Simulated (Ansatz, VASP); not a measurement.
## One calculation of SrCl2, two programs

INCAR

```
PREC     = Accurate       # precision mode
ENCUT    = 520            # plane-wave cutoff, eV
EDIFF    = 1E-6           # SCF threshold, eV
ISMEAR   = 0              # smearing method
SIGMA    = 0.05           # smearing width, eV
LREAL    = F              # projectors in reciprocal space
LASPH    = T              # aspherical terms in the spheres
NELM     = 80             # most SCF steps
ALGO     = Normal         # electronic algorithm
ISIF     = 2              # what is computed and relaxed
LWAVE    = F              # write WAVECAR
LCHARG   = F              # write CHGCAR
GGA      = PE             # functional
NBANDS   = 19             # bands
```

File KPOINTS:

```
Automatic mesh
0
Gamma
  6 6 6
```

File POSCAR:

```
SrCl2
1.0
    0.0000000000      3.4227425762      3.4227425762
    3.4227425762      0.0000000000      3.4227425762
    3.4227425762      3.4227425762      0.0000000000
Sr Cl
1 2
Direct
    0.0000000000      0.0000000000      0.0000000000
    0.2500000000      0.2500000000      0.2500000000
    0.7500000000      0.7500000000      0.7500000000
```

Input for Ansatz:

```yaml
crystal:
  lattice:
    - [0.0, 3.4227425762, 3.4227425762]
    - [3.4227425762, 0.0, 3.4227425762]
    - [3.4227425762, 3.4227425762, 0.0]
  atoms:
    - { symbol: Sr, position: [0.0, 0.0, 0.0] }
    - { symbol: Cl, position: [0.25, 0.25, 0.25] }
    - { symbol: Cl, position: [0.75, 0.75, 0.75] }
basis:
  ecutwfc: 420
kpoints:
  mp_grid: { grid: [6, 6, 6] }
hamiltonian:
  xc: pbe
scf:
  occupations: { method: gaussian, width: 0.05 }
output:
  forces: true
  stress: true
  eigenvalues: true
```

Alike in both runs: task single point; functional PBE; k mesh 6 × 6 × 6; occupations gaussian, width 0.05 eV; no spin polarisation.

|  | VASP | Ansatz |
| --- | --- | --- |
| version | VASP 6.6.1 | Ansatz 0.2.0 |
| potentials or method | VASP PAW PBE potentials, release 64 (Sr_sv, Cl), cutoff 520 eV | scalar-relativistic, plane waves, PAW |
| valence electrons in the cell | 24 | 24 |

```tsv
	VASP	Ansatz	Ansatz less VASP
gap on the k mesh at the Fermi level (eV)	5.47	5.48	+0.003
least direct gap on the mesh (eV)	5.47	5.48	+0.003
pressure (GPa)	3.6	3.4	-0.12
```

The functional is the same, so the differences come from potentials, cutoffs and numerics.
